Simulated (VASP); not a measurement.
# Mo (Im-3m) in VASP: notebook

Runs on Mo. Level: r2SCAN. Tasks: single point, relaxation of cell and atoms.

Program: VASP 6.6.1. These are calculated values, not measurements. Logs are shortened: lines on timing, memory, paths and dates and some standing lists are left out, and cuts for length are marked.

### 1 The cell of the first run

Symmetry: Im-3m, No. 229, cubic system. The conventional cell has a = 3.151 Å, b = 3.151 Å, c = 3.151 Å, α = 90.00°, β = 90.00°, γ = 90.00°. Within 3.6 Å of Mo (site symmetry m-3m) lie 14 Mo at 2.73 to 3.15 Å.

### 2 Single point, r2SCAN

POSCAR

```
Mo
1.0
   -1.5753765099      1.5753765099      1.5753765099
    1.5753765099     -1.5753765099      1.5753765099
    1.5753765099      1.5753765099     -1.5753765099
Mo
1
Direct
    0.0000000000      0.0000000000      0.0000000000
```

INCAR.step1

```
ALGO = Normal ; EDIFF = 1E-4
ENCUT = 520 ; GGA = PE
ISMEAR = -1 ; LASPH = T
LCHARG = F ; LREAL = F
LWAVE = T ; NBANDS = 13
NELM = 80 ; PREC = Accurate
SIGMA = 0.1
```

INCAR.step2

```
ALGO = Normal ; EDIFF = 1E-6
ENCUT = 520 ; ISIF = 2
ISMEAR = -1 ; ISTART = 1
LASPH = T ; LCHARG = F
LMIXTAU = T ; LREAL = F
LWAVE = F ; METAGGA = R2SCAN
NBANDS = 13 ; NELM = 80
PREC = Accurate ; SIGMA = 0.1
```

KPOINTS

```
k-points
0
Gamma
  19 19 19
```

Potentials or basis: VASP PAW PBE potentials, release 64 (Mo_sv).

Launch:

```
$ cat potpaw_PBE.64/Mo_sv/POTCAR > POTCAR
$ cp INCAR.step1 INCAR
$ mpirun -np 1 vasp_std > vasp.out
$ cp INCAR.step2 INCAR
$ mpirun -np 1 vasp_std > vasp.out
```

OUTCAR:

```text
EDIFF = 1E-6
   ENCUT = 520
   ISIF = 2
   ISMEAR = -1
   ISTART = 1
   LASPH = T
   LREAL = F
   METAGGA = R2SCAN
   NELM = 80
   PREC = Accurate

 ion  position               nearest neighbor table
   1  0.000  0.000  0.000-

  LATTYP: Found a body centered cubic cell.
 ALAT       =     3.1507530198

  Lattice vectors:

 A1 = (  -1.5753765099,   1.5753765099,   1.5753765099)
 A2 = (   1.5753765099,  -1.5753765099,   1.5753765099)
 A3 = (   1.5753765099,   1.5753765099,  -1.5753765099)

Analysis of symmetry for initial positions (statically):
=====================================================================
 Subroutine PRICEL returns:
 Original cell was already a primitive cell.

 Routine SETGRP: Setting up the symmetry group for a
 body centered cubic supercell.

 Subroutine GETGRP returns: Found 48 space group operations
 (whereof 48 operations were pure point group operations)
 out of a pool of 48 trial point group operations.

The static configuration has the point symmetry O_h .

Analysis of symmetry for dynamics (positions and initial velocities):
=====================================================================
 Subroutine PRICEL returns:
 Original cell was already a primitive cell.

 Routine SETGRP: Setting up the symmetry group for a
 body centered cubic supercell.

 Subroutine GETGRP returns: Found 48 space group operations
 (whereof 48 operations were pure point group operations)
 out of a pool of 48 trial point group operations.

The dynamic configuration has the point symmetry O_h .

 Subroutine INISYM returns: Found 48 space group operations
 (whereof 48 operations are pure point group operations),
 and found     1 'primitive' translations

----------------------------------------------------------------------------------------

                                     Primitive cell

  volume of cell :      15.6391

  direct lattice vectors                    reciprocal lattice vectors
    -1.575376510  1.575376510  1.575376510     0.000000000  0.317384445  0.317384445
     1.575376510 -1.575376510  1.575376510     0.317384445  0.000000000  0.317384445
     1.575376510  1.575376510 -1.575376510     0.317384445  0.317384445  0.000000000

  length of vectors
     2.728632156  2.728632156  2.728632156     0.448849387  0.448849387  0.448849387

  position of ions in fractional coordinates (direct lattice)
     0.000000000  0.000000000  0.000000000
[... 81 lines left out ...]
   NFREE  =      0    steps in history (QN), initial steepest desc. (CG)
   ISIF   =      2    stress and relaxation
   ISYM   =      2    0-nonsym 1-usesym 2-fastsym
   POTIM  = 0.5000    time-step for ionic-motion
   TEBEG  =    0.0;   TEEND  =   0.0 temperature during run
   PSTRESS=    0.0 pullay stress
   NELECT =      14.0000    total number of electrons
   NUPDOWN=      -1.0000    fix difference up-down
   EMIN   =  10.00;   EMAX   =-10.00  energy-range for DOS
   EFERMI =   0.00;   METHOD = LEGACY
   ISMEAR =    -1;   SIGMA  =   0.10  broadening in eV -4-tet -1-fermi 0-gaus
   EFERMI_NEDOS =   21; number of points for ismear=-14 and -15
   IALGO  =     38    algorithm
   IMIX   =      4    mixing-type and parameters
     AMIX     =   0.40;   BMIX     =  1.00
     AMIX_MAG =   1.60;   BMIX_MAG =  1.00
  volume/ion in A,a.u.               =      15.64       105.54
  Fermi-wavevector in a.u.,A,eV,Ry     =   1.577780  2.981572 33.870209  2.489390
  Thomas-Fermi vector in A             =   2.678410
   LORBIT       =      0    0 simple, 1 ext, 2 COOP (PROOUT), +10 PAW based schemes
   METAGGA = R2SCAN    functional components
   LHFCALC =     F    Hartree Fock is set to
   AEXX    =    0.0000 exact exchange contribution
   IVDW    =     0    specifies the selected vdW correction
   LEPSILON=     F    determine dielectric tensor
   LRPA    =     F    only Hartree local field effects (RPA)
 non-spin polarized calculation
  energy-cutoff  :      520.00
  volume of cell :       15.64
 maximum number of plane-waves:       435
   NGX = 11   NGY = 11   NGZ = 11

 number of electron      14.0000002 magnetization

 Free energy of the ion-electron system (eV)
  ---------------------------------------------------
  ext. energy  EPLUGINS =         0.00000000
  ---------------------------------------------------
  free energy    TOTEN  =       -26.08799966 eV

  energy without entropy =      -26.06896713  energy(sigma->0) =      -26.07848340

 E-fermi :  12.5479     XC(G=0): -14.6337

 val. band max:       12.5452890254   @ k =  -0.4737  -0.4737   0.0526
 cond. band min:      12.5769346172   @ k =   0.3684   0.0526   0.0000
 fundamental gap:      0.0316455918
 Fermi energy:        12.5478724941

 k-point     1 :       0.0000    0.0000    0.0000
  band No.  band energies     occupation
      1     -50.6818      2.00000
      2     -23.1546      2.00000
      3     -23.1546      2.00000
      4     -23.1546      2.00000
      5       4.8807      2.00000
      6      11.1202      2.00000
      7      11.1202      2.00000
      8      11.1202      2.00000
      9      14.4541      0.00000
     10      14.4541      0.00000
     11      28.0365      0.00000
     12      28.0365      0.00000
     13      28.0365      0.00000
[... 354 lines left out ...]
  band No.  band energies     occupation
      1     -50.4272      2.00000
      2     -24.4092      2.00000
      3     -23.5932      2.00000
      4     -23.2235      2.00000
      5       7.5380      2.00000
      6       9.3242      2.00000
      7      11.6242      1.99981
      8      14.0707      0.00000
      9      15.1630      0.00000
     10      16.7483      0.00000
     11      26.2225      0.00000
     12      26.9875      0.00000
     13      31.9522      0.00000

 [... further k-points ...]

------------------------ aborting loop because EDIFF is reached ----------------------------------------

  FORCE on cell =-STRESS in cart. coord.  units (eV):
  Direction    XX          YY          ZZ          XY          YZ          ZX
  --------------------------------------------------------------------------------------
  -------------------------------------------------------------------------------------
  Total        0.1100315      0.1100315      0.1100315      0.0000000      0.0000000      0.0000000
  in kB       11.2723555     11.2723555     11.2723555      0.0000000      0.0000000      0.0000000
  external PRESSURE =      11.2723555 kB  Pullay stress =       0.0000000 kB

 VOLUME and BASIS-vectors are now :
 -----------------------------------------------------------------------------
  energy-cutoff  :      520.00
  volume of cell :       15.64
      direct lattice vectors                 reciprocal lattice vectors
    -1.575376510  1.575376510  1.575376510     0.000000000  0.317384445  0.317384445
     1.575376510 -1.575376510  1.575376510     0.317384445  0.000000000  0.317384445
     1.575376510  1.575376510 -1.575376510     0.317384445  0.317384445  0.000000000

 POSITION                                       TOTAL-FORCE (eV/Angst)
 -----------------------------------------------------------------------------------
      0.00000      0.00000      0.00000         0.000000     -0.000000      0.000000
 -----------------------------------------------------------------------------------
    total drift:                                0.000000     -0.000000      0.000000

  FREE ENERGIE OF THE ION-ELECTRON SYSTEM (eV)
  ---------------------------------------------------
  free  energy   TOTEN  =       -26.0879996630 eV

  energy  without entropy=      -26.0689671310  energy(sigma->0) =      -26.07848340
```

OUTCAR.step1:

```text
EDIFF = 1E-4
   ENCUT = 520
   GGA = PE
   ISMEAR = -1
   LASPH = T
   LREAL = F
[... 597 lines left out ...]

 POSITION                                       TOTAL-FORCE (eV/Angst)
 -----------------------------------------------------------------------------------
      0.00000      0.00000      0.00000         0.000000     -0.000000      0.000000
 -----------------------------------------------------------------------------------
    total drift:                                0.000000      0.000000      0.000000

  FREE ENERGIE OF THE ION-ELECTRON SYSTEM (eV)
  ---------------------------------------------------
  free  energy   TOTEN  =       -10.9442143756 eV

  energy  without entropy=      -10.9232017623  energy(sigma->0) =      -10.93370807
```

OSZICAR.step1:

```text
N       E                     dE             d eps       ncg     rms          rms(c)
DAV:   1     0.927795711793E+02    0.92780E+02   -0.80279E+03  5751   0.110E+03
DAV:   2    -0.104423946260E+02   -0.10322E+03   -0.99170E+02  6600   0.311E+02
DAV:   3    -0.115992322472E+02   -0.11568E+01   -0.11543E+01  6380   0.330E+01
DAV:   4    -0.116018618612E+02   -0.26296E-02   -0.26296E-02  6440   0.191E+00
DAV:   5    -0.116018789215E+02   -0.17060E-04   -0.17062E-04  6362   0.137E-01    0.147E+01
DAV:   6    -0.110268742839E+02    0.57500E+00   -0.71289E-01  5870   0.104E+01    0.401E+00
DAV:   7    -0.109477388203E+02    0.79135E-01   -0.14434E-01  6350   0.446E+00    0.943E-01
DAV:   8    -0.109441607218E+02    0.35781E-02   -0.40919E-03  5895   0.820E-01    0.175E-01
DAV:   9    -0.109442143756E+02   -0.53654E-04   -0.11603E-04  5538   0.137E-01
   1 F= -.10944214E+02 E0= -.10933708E+02  d E =-.210126E-01
```

Wall time 50 s (1 thread of Intel Xeon 6975P-C (Granite Rapids), shared host); peak memory 0.15 GiB.

Results:

| Quantity | Value |
| --- | --- |
| Free energy | -26.0880 eV |
| Pressure | 1.1 GPa |
| Band gap on the k mesh | zero (bands 7 and 8 overlap by 5.37 eV) |

Levels at points of the mesh, in eV from the Fermi level:
| k point | band 3 | band 4 | band 5 | band 6 | band 7 | band 8 | band 9 | band 10 | band 11 | band 12 |
| --- | --- | --- | --- | --- | --- | --- | --- | --- | --- | --- |
| (0.00, 0.00, 0.00) | -35.70 | -35.70 | -7.67 | -1.43 | -1.43 | -1.43 | 1.91 | 1.91 | 15.49 | 15.49 |

Caveat: the PAW data sets were made with another functional, which shifts forces and pressure a little.

### 3 Relaxation of cell and atoms, r2SCAN

This run uses another cell than the first one, of 15.58 Å³/atom.

POSCAR

```
Mo
1.0
   -1.5733879534      1.5733879534      1.5733879534
    1.5733879534     -1.5733879534      1.5733879534
    1.5733879534      1.5733879534     -1.5733879534
Mo
1
Direct
    0.0000000000      0.0000000000      0.0000000000
```

INCAR.step1

```
SYSTEM = Mo
PREC     = Accurate       ! precision mode
ENCUT    = 600            ! plane-wave cutoff, eV
ISMEAR   = -1             ! smearing method
SIGMA    = 0.1            ! smearing width, eV
LREAL    = .FALSE.        ! projectors in reciprocal space
LASPH    = .TRUE.         ! aspherical terms in the spheres
NELM     = 100            ! most SCF steps
GGA      = PE             ! functional
ALGO     = Normal         ! electronic algorithm
EDIFF    = 1E-4           ! SCF threshold, eV
LWAVE    = .TRUE.         ! write WAVECAR
LCHARG   = .FALSE.        ! write CHGCAR
```

INCAR.step2

```
SYSTEM = Mo
PREC     = Accurate       ! precision mode
ENCUT    = 600            ! plane-wave cutoff, eV
EDIFF    = 1E-7           ! SCF threshold, eV
ISMEAR   = -1             ! smearing method
SIGMA    = 0.1            ! smearing width, eV
LREAL    = .FALSE.        ! projectors in reciprocal space
LASPH    = .TRUE.         ! aspherical terms in the spheres
NELM     = 100            ! most SCF steps
ALGO     = Normal         ! electronic algorithm
ISIF     = 3              ! what is computed and relaxed
LWAVE    = .FALSE.        ! write WAVECAR
LCHARG   = .FALSE.        ! write CHGCAR
METAGGA  = R2SCAN         ! meta-GGA
LMIXTAU  = .TRUE.       
IBRION   = 2              ! ionic algorithm
NSW      = 60             ! ionic steps
EDIFFG   = -0.005         ! ionic threshold
ISTART   = 1
```

KPOINTS

```
regular mesh
0
G
  19 19 19
  0 0 0
```

Potentials or basis: VASP PAW PBE potentials, release 64 (Mo_sv).

Launch:

```
$ cat potpaw_PBE.64/Mo_sv/POTCAR > POTCAR
$ cp INCAR.step1 INCAR
$ mpirun -np 1 vasp_std > vasp.out
$ cp INCAR.step2 INCAR
$ mpirun -np 1 vasp_std > vasp.out
```

It took 2.7 min on 1 thread of Intel Xeon 6975P-C (Granite Rapids), shared host; peak memory 0.18 GiB.

Results (log left out):

```
Free energy                           : -26.0864 eV
Relaxed volume                        : 15.70 Å³/atom
Relaxed cell                          : a = 2.732 Å, b = 2.732 Å, c = 2.732 Å, α = 109.47°, β = 109.47°, γ = 109.47°
Space group after relaxing (to 0.1 Å) : Im-3m (No. 229)
Energy gained by relaxing             : 0.8 meV/atom
Ionic steps                           : 3
Pressure after relaxing               : 0.0 GPa
Band gap on the k mesh                : zero (bands 7 and 8 overlap by 5.34 eV)
```

The path:
```
step  energy change (eV)  largest force (eV/Å)  pressure (GPa)  volume (Å³)
   1              0.0000                0.0000            2.14        15.58
   2              0.0057                0.0000           -5.76        16.05
   3             -0.0008                0.0000           -0.01        15.70
```

Final structure:
```
Mo
1.0
    -1.57748    1.57748    1.57748
     1.57748   -1.57748    1.57748
     1.57748    1.57748   -1.57748
Mo
1
Direct
  0.00000 0.00000 0.00000
```

Levels at points of the mesh, in eV from the Fermi level:
```
           k point  band 4  band 5  band 6  band 7  band 8  band 9  band 10  band 11
(0.00, 0.00, 0.00)  -35.71   -7.65   -1.42   -1.42   -1.42    1.90     1.90    15.48
```

Caveat: the PAW data sets were made with another functional, which shifts forces and pressure a little.
